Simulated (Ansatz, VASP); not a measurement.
Ti in VASP and in Ansatz

Contents of INCAR:

```
ALGO = Normal
EDIFF = 1E-6
ENCUT = 520
GGA = PE
ISIF = 2
ISMEAR = -1
LASPH = T
LCHARG = F
LREAL = F
LWAVE = F
NBANDS = 12
NELM = 100
PREC = Accurate
SIGMA = 0.08
```

Contents of KPOINTS:

```
k-points
0
Gamma
  18 18 18
```

File POSCAR:

```
Ti
1.0
    0.0000000000      1.9408421936      1.9408421936
    1.9408421936      0.0000000000      1.9408421936
    1.9408421936      1.9408421936      0.0000000000
Ti
1
Direct
    0.0000000000      0.0000000000      0.0000000000
```

Input for Ansatz:

```yaml
crystal:
  lattice:
    - [0.0, 1.9408421936, 1.9408421936]
    - [1.9408421936, 0.0, 1.9408421936]
    - [1.9408421936, 1.9408421936, 0.0]
  atoms:
    - { symbol: Ti, position: [0.0, 0.0, 0.0] }
kpoints:
  mp_grid: { grid: [18, 18, 18] }
scf:
  occupations: { method: fermi_dirac, width: 0.08 }
hamiltonian:
  xc: pbe
  pseudopotentials: { kind: all_electron, lapw: { basis_error: 0.001 } }
output:
  forces: true
  stress: true
  eigenvalues: true
  populations: true
```

Change from the starting cell: volume scaled by 0.84, LAPW.

Alike in both runs: task single point; functional PBE; k mesh 18 × 18 × 18; occupations fermi-dirac, width 0.08 eV; no spin polarisation.

```csv
,VASP,Ansatz
version,VASP 6.6.1,Ansatz 0.2.0
potentials or method,"VASP PAW PBE potentials, release 64 (Ti_sv), cutoff 520 eV","all-electron LAPW, scalar-relativistic"
```

|  | VASP | Ansatz | Ansatz less VASP |
| --- | --- | --- | --- |
| pressure (GPa) | 24.4 | 25.0 | +0.60 |

Ansatz ran all-electron here, and VASP with PAW potentials.
